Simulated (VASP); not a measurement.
# AlRu (NiAs type) (P6_3/mmc) in VASP: notebook, part 2 of 2

VASP 6.6.1. The steps go on from the part before.

### Step 3. Single point, PBE

Contents of INCAR:

```
SYSTEM = AlRu
ALGO = Normal ; EDIFF = 1E-6
ENCUT = 520 ; GGA = PE
ISIF = 2 ; ISMEAR = -1
LASPH = .True. ; LCHARG = .True.
LELF = .True. ; LREAL = .False.
LVHAR = .True. ; LWAVE = .False.
NBANDS = 25 ; NELM = 100
PREC = Accurate ; SIGMA = 0.1
```

Contents of KPOINTS:

```
k-points
0
Gamma
  10 10 6
  0 0 0
```

Contents of POSCAR:

```
AlRu
1.0
    2.8320006872      0.0000000000      0.0000000000
   -1.4160003436      2.4525845386      0.0000000000
    0.0000000000      0.0000000000      7.7002648328
Ru Al
2 2
Direct
    0.0000000000      0.0000000000      0.0000000000
    0.0000000000      0.0000000000      0.5000000000
    0.3333333333      0.6666666667      0.2500000000
    0.6666666667      0.3333333333      0.7500000000
```

Potentials or basis: VASP PAW PBE potentials, release 64 (Ru_pv, Al).

Command:

```
> cat potpaw_PBE.64/Ru_pv/POTCAR potpaw_PBE.64/Al/POTCAR > POTCAR
> mpirun -np 1 vasp_std > vasp.out
```

OUTCAR:

```text
SYSTEM = AlRu
   EDIFF = 1E-6
   ENCUT = 520
   GGA = PE
   ISIF = 2
   ISMEAR = -1
   LASPH = .True.
   LREAL = .False.
   NELM = 100
   PREC = Accurate

 ion  position               nearest neighbor table
   1  0.000  0.000  0.000-   3 2.53   4 2.53   3 2.53   4 2.53   4 2.53   3 2.53
   2  0.000  0.000  0.500-   3 2.53   4 2.53   3 2.53   4 2.53   4 2.53   3 2.53
   3  0.333  0.667  0.250-   1 2.53   2 2.53   1 2.53   2 2.53   1 2.53   2 2.53
   4  0.667  0.333  0.750-   1 2.53   2 2.53   1 2.53   2 2.53   1 2.53   2 2.53

  LATTYP: Found a hexagonal cell.
 ALAT       =     2.8320006872
 C/A-ratio  =     2.7190194083

  Lattice vectors:

 A1 = (   2.8320006872,   0.0000000000,   0.0000000000)
 A2 = (  -1.4160003436,   2.4525845386,   0.0000000000)
 A3 = (   0.0000000000,   0.0000000000,   7.7002648328)

Analysis of symmetry for initial positions (statically):
=====================================================================
 Subroutine PRICEL returns:
 Original cell was already a primitive cell.

 Routine SETGRP: Setting up the symmetry group for a
 hexagonal supercell.

 Subroutine GETGRP returns: Found 24 space group operations
 (whereof 12 operations were pure point group operations)
 out of a pool of 24 trial point group operations.

The static configuration has the point symmetry D_3d.
 The point group associated with its full space group is D_6h.

Analysis of symmetry for dynamics (positions and initial velocities):
=====================================================================
 Subroutine PRICEL returns:
 Original cell was already a primitive cell.

 Routine SETGRP: Setting up the symmetry group for a
 hexagonal supercell.

 Subroutine GETGRP returns: Found 24 space group operations
 (whereof 12 operations were pure point group operations)
 out of a pool of 24 trial point group operations.

The dynamic configuration has the point symmetry D_3d.
 The point group associated with its full space group is D_6h.

 Subroutine INISYM returns: Found 24 space group operations
 (whereof 12 operations are pure point group operations),
 and found     1 'primitive' translations

----------------------------------------------------------------------------------------

                                     Primitive cell

  volume of cell :      53.4839

  direct lattice vectors                    reciprocal lattice vectors
     2.832000687  0.000000000  0.000000000     0.353107259  0.203866571  0.000000000
    -1.416000344  2.452584539  0.000000000     0.000000000  0.407733142  0.000000000
     0.000000000  0.000000000  7.700264833     0.000000000  0.000000000  0.129865663

  length of vectors
     2.832000687  2.832000687  7.700264833     0.407733142  0.407733142  0.129865663

  position of ions in fractional coordinates (direct lattice)
     0.000000000  0.000000000  0.000000000
     0.000000000  0.000000000  0.500000000
     0.333333333  0.666666667  0.250000000
     0.666666667  0.333333333  0.750000000

  ion indices of the primitive-cell ions
   primitive index   ion index
                 1           1
                 2           2
                 3           3
                 4           4

----------------------------------------------------------------------------------------

 KPOINTS: k-points

Automatic generation of k-mesh.
 Grid dimensions read from file:
 generate k-points for:   10   10    6

 Generating k-lattice:

  Cartesian coordinates                     Fractional coordinates (reciprocal lattice)
     0.035310726  0.020386657  0.000000000     0.100000000 -0.000000000  0.000000000
     0.000000000  0.040773314  0.000000000     0.000000000  0.100000000  0.000000000
     0.000000000  0.000000000  0.021644277     0.000000000  0.000000000  0.166666667

  Length of vectors
     0.040773314  0.040773314  0.021644277

  Shift w.r.t. Gamma in fractional coordinates (k-lattice)
     0.000000000  0.000000000  0.000000000

 Subroutine IBZKPT returns following result:
 ===========================================

 Found     56 irreducible k-points:

 Following reciprocal coordinates:
            Coordinates               Weight
  0.000000  0.000000  0.000000      1.000000
  0.100000  0.000000  0.000000      6.000000
  0.200000  0.000000  0.000000      6.000000
  0.300000  0.000000  0.000000      6.000000
  0.400000  0.000000  0.000000      6.000000
  0.500000  0.000000  0.000000      3.000000
[... 16 lines left out ...]
  0.300000  0.100000  0.166667     24.000000
  0.400000  0.100000  0.166667     24.000000
 [... further k-points ...]
   k-points           NKPTS =     56   k-points in BZ     NKDIM =     56   number of bands    NBANDS=     25
   number of dos      NEDOS =    301   number of ions     NIONS =      4
   total plane-waves  NPLWV =  34560
   dimension x,y,z NGX =    24 NGY =   24 NGZ =   60
   dimension x,y,z NGXF=    48 NGYF=   48 NGZF=  120
   ions per type =               2   2
   NGX,Y,Z   is equivalent  to a cutoff of  14.09, 14.09, 12.95 a.u.
   NGXF,Y,Z  is equivalent  to a cutoff of  28.18, 28.18, 25.91 a.u.
 SYSTEM =  AlRu
   PREC   = accura    normal or accurate (medium, high low for compatibility)
   ISTART =      0    job   : 0-new  1-cont  2-samecut
   ICHARG =      2    charge: 1-file 2-atom 10-const
   ISPIN  =      1    spin polarized calculation?
   LNONCOLLINEAR =      F non collinear calculations
   LSORBIT =      F    spin-orbit coupling
   LASPH  =      T    aspherical Exc in radial PAW
   ENCUT  =  520.0 eV  38.22 Ry    6.18 a.u.   5.27  5.27 14.32*2*pi/ulx,y,z
   NELM   =    100;   NELMIN=  2; NELMDL= -5     # of ELM steps
   EDIFF  = 0.1E-05   stopping-criterion for ELM
   LREAL  =      F    real-space projection
   EDIFFG = 0.1E-04   stopping-criterion for IOM
   NSW    =      0    number of steps for IOM
   IBRION =     -1    ionic relax: 0-MD 1-quasi-New 2-CG
   NFREE  =      0    steps in history (QN), initial steepest desc. (CG)
   ISIF   =      2    stress and relaxation
   ISYM   =      2    0-nonsym 1-usesym 2-fastsym
   POTIM  = 0.5000    time-step for ionic-motion
   TEBEG  =    0.0;   TEEND  =   0.0 temperature during run
   PSTRESS=    0.0 pullay stress
   NELECT =      34.0000    total number of electrons
   NUPDOWN=      -1.0000    fix difference up-down
   EMIN   =  10.00;   EMAX   =-10.00  energy-range for DOS
   EFERMI =   0.00;   METHOD = LEGACY
   ISMEAR =    -1;   SIGMA  =   0.10  broadening in eV -4-tet -1-fermi 0-gaus
   EFERMI_NEDOS =   21; number of points for ismear=-14 and -15
   IALGO  =     38    algorithm
   IMIX   =      4    mixing-type and parameters
     AMIX     =   0.40;   BMIX     =  1.00
     AMIX_MAG =   1.60;   BMIX_MAG =  1.00
  volume/ion in A,a.u.               =      13.37        90.23
  Fermi-wavevector in a.u.,A,eV,Ry     =   1.407646  2.660065 26.959501  1.981467
  Thomas-Fermi vector in A             =   2.529884
   LORBIT       =      0    0 simple, 1 ext, 2 COOP (PROOUT), +10 PAW based schemes
   GGA     = PE    functional components
   LHFCALC =     F    Hartree Fock is set to
   AEXX    =    0.0000 exact exchange contribution
   IVDW    =     0    specifies the selected vdW correction
   LEPSILON=     F    determine dielectric tensor
   LRPA    =     F    only Hartree local field effects (RPA)
 non-spin polarized calculation
  energy-cutoff  :      520.00
  volume of cell :       53.48
 maximum number of plane-waves:      1468
 NGX is ok and might be reduce to    24
   NGX = 11   NGY = 11   NGZ = 29

 number of electron      34.0000003 magnetization

 Free energy of the ion-electron system (eV)
  ---------------------------------------------------
  ext. energy  EPLUGINS =         0.00000000
  ---------------------------------------------------
  free energy    TOTEN  =       -27.73375290 eV

  energy without entropy =      -27.64778411  energy(sigma->0) =      -27.69076851

 E-fermi :  11.0157     XC(G=0): -12.5586

 val. band max:       11.0061198658   @ k =   0.0000   0.0000   0.0000
 cond. band min:      11.0284639777   @ k =   0.0000   0.0000   0.1667
 fundamental gap:      0.0223441118
 Fermi energy:        11.0157407927

 k-point     1 :       0.0000    0.0000    0.0000
  band No.  band energies     occupation
      1     -31.1343      2.00000
      2     -31.1160      2.00000
      3     -31.0355      2.00000
      4     -31.0355      2.00000
      5     -31.0351      2.00000
      6     -31.0351      2.00000
[... 17 lines left out ...]
     24      22.6333      0.00000
     25      23.3472      0.00000
[... 621 lines left out ...]
      3     -31.1791      2.00000
      4     -31.1787      2.00000
      5     -31.0543      2.00000
      6     -31.0437      2.00000
[... 17 lines left out ...]
     24      17.9246      0.00000
     25      18.0318      0.00000

 [... further k-points ...]
[... 5 lines left out ...]
  --------------------------------------------------------------------------------------
  -------------------------------------------------------------------------------------
  Total        3.9978355      3.9978355      3.9928264      0.0000000      0.0000000      0.0000000
  in kB      119.7601972    119.7601972    119.6101437      0.0000000      0.0000000      0.0000000
  external PRESSURE =     119.7101794 kB  Pullay stress =       0.0000000 kB

 VOLUME and BASIS-vectors are now :
 -----------------------------------------------------------------------------
  energy-cutoff  :      520.00
  volume of cell :       53.48
      direct lattice vectors                 reciprocal lattice vectors
     2.832000687  0.000000000  0.000000000     0.353107259  0.203866571  0.000000000
    -1.416000344  2.452584539  0.000000000     0.000000000  0.407733142  0.000000000
     0.000000000  0.000000000  7.700264833     0.000000000  0.000000000  0.129865663

 POSITION                                       TOTAL-FORCE (eV/Angst)
 -----------------------------------------------------------------------------------
      0.00000      0.00000      0.00000        -0.000000     -0.000000     -0.000000
      0.00000      0.00000      3.85013        -0.000000     -0.000000     -0.000000
     -0.00000      1.63506      1.92507        -0.000000      0.000000      0.000000
      1.41600      0.81753      5.77520         0.000000     -0.000000     -0.000000
 -----------------------------------------------------------------------------------
    total drift:                               -0.000000      0.000000      0.000000

  FREE ENERGIE OF THE ION-ELECTRON SYSTEM (eV)
  ---------------------------------------------------
  free  energy   TOTEN  =       -27.7337529025 eV

  energy  without entropy=      -27.6477841110  energy(sigma->0) =      -27.69076851
```

OSZICAR:

```text
N       E                     dE             d eps       ncg     rms          rms(c)
DAV:   1     0.293399517059E+03    0.29340E+03   -0.18830E+04  2856   0.134E+03
DAV:   2    -0.217624242139E+02   -0.31516E+03   -0.30423E+03  2985   0.391E+02
DAV:   3    -0.291941186560E+02   -0.74317E+01   -0.73034E+01  3439   0.627E+01
DAV:   4    -0.292799867372E+02   -0.85868E-01   -0.85746E-01  3308   0.637E+00
DAV:   5    -0.292821179280E+02   -0.21312E-02   -0.21311E-02  3561   0.939E-01    0.182E+01
DAV:   6    -0.280435069408E+02    0.12386E+01   -0.68612E+00  3062   0.218E+01    0.364E+00
DAV:   7    -0.277966934773E+02    0.24681E+00   -0.93318E-01  2964   0.802E+00    0.358E+00
DAV:   8    -0.277352070473E+02    0.61486E-01   -0.12481E-01  3343   0.304E+00    0.507E-01
DAV:   9    -0.277339070507E+02    0.13000E-02   -0.40949E-03  3781   0.385E-01    0.296E-01
DAV:  10    -0.277338019927E+02    0.10506E-03   -0.64093E-04  3384   0.217E-01    0.737E-02
DAV:  11    -0.277337537348E+02    0.48258E-04   -0.13827E-04  3208   0.103E-01    0.303E-02
DAV:  12    -0.277337527017E+02    0.10331E-05   -0.44921E-06  3617   0.138E-02    0.598E-03
DAV:  13    -0.277337529025E+02   -0.20083E-06   -0.30869E-07  1766   0.430E-03
   1 F= -.27733753E+02 E0= -.27690769E+02  d E =-.859688E-01
```

It took 28 s on 1 thread of Intel Xeon 6975P-C (Granite Rapids), shared host; peak memory 0.21 GiB.

What came out:

| Property | Result |
| --- | --- |
| Free energy | -27.7338 eV |
| Pressure | 12.0 GPa |
| Band gap on the k mesh | zero (band 17 reaches 13.13 eV, above the bottom of band 18 at 10.41 eV) |

Levels at points of the mesh, in eV from the Fermi level:
```tsv
k point	band 13	band 14	band 15	band 16	band 17	band 18	band 19	band 20	band 21	band 22
(0.00, 0.00, 0.00)	-1.84	-1.81	-1.81	-0.27	-0.27	-0.01	0.03	0.03	6.83	9.59
(0.50, 0.00, 0.00)	-2.33	-1.25	-0.89	-0.80	0.26	1.56	1.57	3.52	4.45	6.08
(0.00, 0.00, 0.50)	-1.82	-1.82	-1.35	-1.35	-0.12	-0.12	-0.12	-0.12	8.58	8.58
(0.50, 0.00, 0.50)	-1.33	-1.33	-1.04	-1.04	1.56	1.56	1.59	1.59	5.67	5.67
```
